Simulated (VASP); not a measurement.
Wanted: the native input for a VASP 6.6.1 run.

| Property | Result |
| --- | --- |
| Task | single point |
| Functional | PBE |
| Dispersion | D3(BJ) |
| Potentials or basis | VASP PAW PBE potentials, release 64 (C) |
| Cutoff | 520 eV |
| k mesh | 2 × 2 × 2, shifted |
| Occupations | fermi-dirac, width 0.0689 eV |
| Spin | no spin polarisation |
| Dipole correction | no |
| Further INCAR settings | LREAL = Auto; ALGO = Normal; EDIFF = 1e-06; NBANDS = 51 |

The structure of C lies in POSCAR:

```
C
1.0
    1.2288870000      3.5474910000     -3.3493560000
   -2.4577740000     -2.8379930000     -3.3493560000
   -4.9155480000      2.8379930000      3.3493560000
C
18
Direct
    0.6650588834      0.3736306473      0.7403903950
    0.0261729227      0.3844154881      0.0840704175
    0.3360942157      0.3741822719      0.4290403335
    0.6743678734      0.0452658941      0.4005810899
    0.0228232929      0.0728131554      0.7432737851
    0.3445018741      0.0459146149      0.0867539342
    0.6735922467      0.7079087059      0.0691113470
    0.0134055705      0.7095679021      0.4168779128
    0.3345856177      0.7293492474      0.7339991998
    0.7964864720      0.4699857527      0.9675664052
    0.1141137595      0.4759500509      0.3072091362
    0.4368860625      0.5106274026      0.6397554960
    0.7874071204      0.1623134116      0.6291000904
    0.1291293417      0.1506994332      0.9757577834
    0.4673440012      0.1682514432      0.2986208140
    0.7979241781      0.8117376287      0.2917762192
    0.1078901842      0.8332201983      0.6339587987
    0.4372722147      0.8186292914      0.9647144839
```

This cell differs from its parent crystal: dynamics (npt langevin) at 800 K, volume x 1.02, from the last frame before.

The input as run:

INCAR

```
SYSTEM = C
PREC = Accurate
ENCUT = 520
EDIFF = 1E-6
ISMEAR = -1
SIGMA = 0.0689
LREAL = Auto
LASPH = .True.
NELM = 80
ALGO = Normal
ISIF = 2
LWAVE = .False.
LCHARG = .False.
GGA = PE
IVDW = 12
NBANDS = 51
```

KPOINTS

```
Automatic mesh
0
Gamma
  2 2 2
  0.5 0.5 0.5
```

Potentials or basis: VASP PAW PBE potentials, release 64 (C).

The run is started by

```console
$ cat potpaw_PBE.64/C/POTCAR > POTCAR
$ mpirun -np 1 vasp_std > vasp.out
```

It gave:

The pressure is 3.8 GPa, the largest force is 6.052 eV/Å and the band gap on the k mesh is 0.59 eV. The dispersion energy per atom is -0.156 eV.

Caveat: the k points lie up to 0.64 Å⁻¹ apart; forces of over 1 eV/Å act on the atoms, so gaps and moduli don't describe the material at rest.

Run time: 61 s on 1 thread of Intel(R) Xeon(R) Platinum 8259CL CPU @ 2.50GHz (Skylake/Cascade Lake), with other jobs on the host, peak memory 0.25 GiB.
